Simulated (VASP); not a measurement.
## CdF2: single point with r2SCAN

Crystal: CdF2.

```
CELL_PARAMETERS angstrom
0.00000 2.69400 2.69400
2.69400 0.00000 2.69400
2.69400 2.69400 0.00000
ATOMIC_POSITIONS crystal
Cd 0.00000 0.00000 0.00000
F 0.25000 0.25000 0.25000
F 0.75000 0.75000 0.75000
```

* Program: VASP 6.6.1
* Task: single point
* Functional: r2SCAN
* Potentials or basis: VASP PAW PBE potentials, release 64 (Cd, F)
* Cutoff: 520 eV
* k mesh: 10 × 10 × 10
* Occupations: gaussian, width 0.05 eV
* Spin: no spin polarisation

The pressure is 1.0 GPa and the band gap on the k mesh is 3.76 eV, indirect (least direct gap 4.25 eV).

Levels at points of the mesh, in eV from the valence-band top:
| k point | band 9 | band 10 | band 11 | band 12 | band 13 | band 14 | band 15 | band 16 | band 17 | band 18 |
| --- | --- | --- | --- | --- | --- | --- | --- | --- | --- | --- |
| (0.00, 0.00, 0.00) | -0.98 | -0.98 | -0.50 | -0.50 | -0.50 | 3.76 | 13.62 | 13.62 | 13.62 | 17.93 |
| (0.50, 0.00, 0.00) | -2.28 | -1.84 | -1.84 | -0.39 | -0.39 | 7.99 | 9.70 | 15.60 | 15.60 | 18.97 |
| (0.50, 0.50, 0.00) | -2.96 | -2.96 | -0.51 | -0.08 | -0.08 | 8.88 | 10.55 | 12.19 | 15.31 | 15.31 |

Wall time 70 s on 1 thread of AMD EPYC 7R13, on a shared host, peak memory 0.18 GiB.

Caveat: the PAW data sets were made with another functional, which shifts forces and pressure a little. r2SCAN opens gaps a little over a GGA but as a rule still falls short of measured ones.
